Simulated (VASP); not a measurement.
Write the native input for VASP 6.6.1 that does the following.

```yaml
Task: single point
Functional: LDA
Potentials_or_basis: VASP PAW LDA potentials, release 64 (Sr_sv, Ca_sv)
Cutoff: 520 eV
k_mesh: 4 × 4 × 4
Occupations: gaussian, width 0.1 eV
Spin: no spin polarisation
Dipole_correction: no
Further_INCAR_settings: ALGO = Normal; EDIFF = 1e-06; NBANDS = 28
```

The structure of Sr3Ca lies in POSCAR:

```
Sr3Ca
1.0
    5.6811648325      0.0000000000      0.0000000000
    0.0000000000      5.6811648325      0.0000000000
    0.0000000000      0.0000000000      5.6811648325
Sr Ca
3 1
Direct
    0.0000000000      0.5000000000      0.5000000000
    0.5000000000      0.0000000000      0.5000000000
    0.5000000000      0.5000000000      0.0000000000
    0.0000000000      0.0000000000      0.0000000000
```

One way to write it, as run:

INCAR

```
SYSTEM = Sr3Ca
PREC = Accurate ; ENCUT = 520
EDIFF = 1E-6 ; ISMEAR = 0
SIGMA = 0.1 ; LREAL = .False.
LASPH = .True. ; NELM = 80
ALGO = Normal ; ISIF = 2
LWAVE = .False. ; LCHARG = .False.
GGA = CA ; NBANDS = 28
```

KPOINTS

```
Automatic mesh
0
Gamma
  4 4 4
  0 0 0
```

Potentials or basis: VASP PAW LDA potentials, release 64 (Sr_sv, Ca_sv).

Run with:

```sh
$ cat potpaw_LDA.64/Sr_sv/POTCAR potpaw_LDA.64/Ca_sv/POTCAR > POTCAR
$ mpirun -np 1 vasp_std > vasp.out
```

It gave:

```
Pressure               : 0.0 GPa
Band gap on the k mesh : zero (band 20 reaches 2.06 eV, above the bottom of band 21 at 2.02 eV)
```

Run time: 39 s on 1 thread of Intel(R) Xeon(R) Platinum 8259CL CPU @ 2.50GHz (Skylake/Cascade Lake), on a shared host, peak memory 0.23 GiB.
